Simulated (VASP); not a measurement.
# Ba (P6_3/mmc) in VASP: density of states with PBE

Aim: the density of states of Ba with PBE.

Program: VASP 6.6.1. These are calculated values, not measurements. Logs are shortened: lines on timing, memory, paths and dates and some standing lists are left out, and cuts for length are marked.

### 1 The cell of the first run

The structure is hexagonal, space group P6_3/mmc (No. 194). The conventional cell has a = 4.468 Å, b = 4.468 Å, c = 7.343 Å, α = 90.00°, β = 90.00°, γ = 120.00°. Within 5.9 Å of Ba (site symmetry -6m2) lie 12 Ba at 4.47 to 4.49 Å.

### 2 Density of states, PBE

The input, POSCAR:

```
Ba
1.0
    4.4681320802      0.0000000000      0.0000000000
   -2.2340660401      3.8695158890      0.0000000000
    0.0000000000      0.0000000000      7.3425016325
Ba
2
Direct
    0.3333333333      0.6666666667      0.7500000000
    0.6666666667      0.3333333333      0.2500000000
```

The input, INCAR.step1:

```
SYSTEM = Ba
  PREC = Accurate
  ENCUT = 520
  EDIFF = 1E-6
  ISMEAR = 0
  SIGMA = 0.05
  LREAL = .FALSE.
  LASPH = .TRUE.
  NELM = 100
  ALGO = Fast
  ISIF = 2
  LWAVE = .FALSE.
  LCHARG = .TRUE.
  GGA = PE
  NBANDS = 17
```

The input, KPOINTS.step1:

```
Automatic mesh
0
G
  12 12 6
  0 0 0
```

The input, INCAR.step2:

```
SYSTEM = Ba
  PREC = Accurate
  ENCUT = 520
  EDIFF = 1E-6
  ISMEAR = -5
  SIGMA = 0.05
  LREAL = .FALSE.
  LASPH = .TRUE.
  NELM = 100
  ALGO = Fast
  ISIF = 2
  LWAVE = .FALSE.
  LCHARG = .FALSE.
  GGA = PE
  LORBIT = 11
  NBANDS = 17
  NEDOS = 2001
  ICHARG = 11
```

The input, KPOINTS.step2:

```
Automatic mesh
0
G
  18 18 9
  0 0 0
```

Potentials or basis: VASP PAW PBE potentials, release 64 (Ba_sv).

Command:

```
$ cat potpaw_PBE.64/Ba_sv/POTCAR > POTCAR
$ cp INCAR.step1 INCAR
$ cp KPOINTS.step1 KPOINTS
$ mpirun -np 1 vasp_std > vasp.out
$ cp INCAR.step2 INCAR
$ cp KPOINTS.step2 KPOINTS
$ mpirun -np 1 vasp_std > vasp.out
```

OUTCAR:

```text
SYSTEM = Ba
   PREC = Accurate
   ENCUT = 520
   EDIFF = 1E-6
   ISMEAR = -5
   LREAL = .FALSE.
   LASPH = .TRUE.
   NELM = 100
   ISIF = 2
   GGA = PE
   LORBIT = 11
   ICHARG = 11

 ion  position               nearest neighbor table
   1  0.333  0.667  0.750-   2 4.49   2 4.49   2 4.49   2 4.49   2 4.49   2 4.49
   2  0.667  0.333  0.250-   1 4.49   1 4.49   1 4.49   1 4.49   1 4.49   1 4.49

  LATTYP: Found a hexagonal cell.
 ALAT       =     4.4681320802
 C/A-ratio  =     1.6433045176

  Lattice vectors:

 A1 = (   4.4681320802,   0.0000000000,   0.0000000000)
 A2 = (  -2.2340660401,   3.8695158890,   0.0000000000)
 A3 = (   0.0000000000,   0.0000000000,   7.3425016325)

Analysis of symmetry for initial positions (statically):
=====================================================================
 Subroutine PRICEL returns:
 Original cell was already a primitive cell.

 Routine SETGRP: Setting up the symmetry group for a
 hexagonal supercell.

 Subroutine GETGRP returns: Found 24 space group operations
 (whereof 12 operations were pure point group operations)
 out of a pool of 24 trial point group operations.

The static configuration has the point symmetry D_3d.
 The point group associated with its full space group is D_6h.

Analysis of symmetry for dynamics (positions and initial velocities):
=====================================================================
 Subroutine PRICEL returns:
 Original cell was already a primitive cell.

 Routine SETGRP: Setting up the symmetry group for a
 hexagonal supercell.

 Subroutine GETGRP returns: Found 24 space group operations
 (whereof 12 operations were pure point group operations)
 out of a pool of 24 trial point group operations.

The dynamic configuration has the point symmetry D_3d.
 The point group associated with its full space group is D_6h.

 Subroutine INISYM returns: Found 24 space group operations
 (whereof 12 operations are pure point group operations),
 and found     1 'primitive' translations

----------------------------------------------------------------------------------------

                                     Primitive cell

  volume of cell :     126.9482

  direct lattice vectors                    reciprocal lattice vectors
     4.468132080  0.000000000  0.000000000     0.223807171  0.129215130  0.000000000
    -2.234066040  3.869515889  0.000000000     0.000000000  0.258430261  0.000000000
[... 94 lines left out ...]
   ISYM   =      2    0-nonsym 1-usesym 2-fastsym
   POTIM  = 0.5000    time-step for ionic-motion
   TEBEG  =    0.0;   TEEND  =   0.0 temperature during run
   PSTRESS=    0.0 pullay stress
   NELECT =      20.0000    total number of electrons
   NUPDOWN=      -1.0000    fix difference up-down
   EMIN   =  10.00;   EMAX   =-10.00  energy-range for DOS
   EFERMI =   0.00;   METHOD = LEGACY
   ISMEAR =    -5;   SIGMA  =   0.05  broadening in eV -4-tet -1-fermi 0-gaus
   EFERMI_NEDOS =   21; number of points for ismear=-14 and -15
   IALGO  =     68    algorithm
   IMIX   =      4    mixing-type and parameters
     AMIX     =   0.40;   BMIX     =  1.00
     AMIX_MAG =   1.60;   BMIX_MAG =  1.00
  volume/ion in A,a.u.               =      63.47       428.34
  Fermi-wavevector in a.u.,A,eV,Ry     =   0.884184  1.670865 10.636778  0.781781
  Thomas-Fermi vector in A             =   2.005050
   LORBIT       =     11    0 simple, 1 ext, 2 COOP (PROOUT), +10 PAW based schemes
   GGA     = PE    functional components
   LHFCALC =     F    Hartree Fock is set to
   AEXX    =    0.0000 exact exchange contribution
   IVDW    =     0    specifies the selected vdW correction
   LEPSILON=     F    determine dielectric tensor
   LRPA    =     F    only Hartree local field effects (RPA)
 non-spin polarized calculation
 RMM-DIIS sequential band-by-band and
 Fermi weights with tetrahedron method with Bloechl corrections
  energy-cutoff  :      520.00
  volume of cell :      126.95
 maximum number of plane-waves:      3442
 NGX is ok and might be reduce to    36

 number of electron      20.0000001 magnetization

 Free energy of the ion-electron system (eV)
  ---------------------------------------------------
  ext. energy  EPLUGINS =         0.00000000
  ---------------------------------------------------
  free energy    TOTEN  =        -3.78862558 eV

  energy without entropy =       -3.78862558  energy(sigma->0) =       -3.78862558

 E-fermi :   1.6281     XC(G=0):  -7.3839

 val. band max:        1.6644785680   @ k =   0.3333   0.3333   0.2222
 cond. band min:       1.6198161182   @ k =   0.3889   0.0000   0.1111
 fundamental gap:     -0.0446624498
 Fermi energy:         1.6280882451

 k-point     1 :       0.0000    0.0000    0.0000
  band No.  band energies     occupation
      1     -27.2574      2.00000
      2     -27.2196      2.00000
      3     -12.6585      2.00000
      4     -12.2731      2.00000
      5     -12.2731      2.00000
      6     -12.2161      2.00000
[... 457 lines left out ...]
      4     -12.5392      2.00000
      5     -12.4611      2.00000
      6     -12.3954      2.00000
[... 9 lines left out ...]
     16       5.3461      0.00000
     17       5.8368      0.00000

 [... further k-points ...]

------------------------ aborting loop because EDIFF is reached ----------------------------------------

  FORCE on cell =-STRESS in cart. coord.  units (eV):
  Direction    XX          YY          ZZ          XY          YZ          ZX
  --------------------------------------------------------------------------------------
  -------------------------------------------------------------------------------------
  Total        0.0545515      0.0545515     -0.0081792      0.0000000     -0.0000000     -0.0000000
  in kB        0.6884785      0.6884785     -0.1032277      0.0000000     -0.0000000     -0.0000000
  external PRESSURE =       0.4245764 kB  Pullay stress =       0.0000000 kB

 VOLUME and BASIS-vectors are now :
 -----------------------------------------------------------------------------
  energy-cutoff  :      520.00
  volume of cell :      126.95
      direct lattice vectors                 reciprocal lattice vectors
     4.468132080  0.000000000  0.000000000     0.223807171  0.129215130  0.000000000
    -2.234066040  3.869515889  0.000000000     0.000000000  0.258430261  0.000000000
     0.000000000  0.000000000  7.342501633     0.000000000  0.000000000  0.136193364

 POSITION                                       TOTAL-FORCE (eV/Angst)
 -----------------------------------------------------------------------------------
     -0.00000      2.57968      5.50688         0.000000      0.000000      0.000000
      2.23407      1.28984      1.83563        -0.000000      0.000000      0.000000
 -----------------------------------------------------------------------------------
    total drift:                               -0.000000      0.000000     -0.000000

  FREE ENERGIE OF THE ION-ELECTRON SYSTEM (eV)
  ---------------------------------------------------
  free  energy   TOTEN  =        -3.7886255774 eV

  energy  without entropy=       -3.7886255774  energy(sigma->0) =       -3.78862558

 total charge

# of ion       s       p       d       tot
------------------------------------------
    1        2.070   5.548   0.276   7.894
    2        2.070   5.548   0.276   7.894
--------------------------------------------------
tot          4.139  11.096   0.553  15.788
```

Wall time 5.4 min (1 thread of AMD EPYC 7R43 (Zen 3), shared host); peak memory 0.45 GiB.

What came out:

| Item | Value |
| --- | --- |
| Valence electrons inside the program's atomic spheres | Ba 7.89 |

Levels at points of the mesh, in eV from the Fermi level:
```
           k point  band 8  band 9  band 10  band 11  band 12  band 13
(0.00, 0.00, 0.00)  -13.84   -2.76    -0.94     1.04     1.73     1.78
(0.50, 0.00, 0.00)  -13.91   -0.70    -0.40    -0.18     0.60     1.36
```

Caveat: spin-orbit coupling is left out, which moves the levels of the heavy elements; tetrahedron occupations give inexact forces and stress in metals.
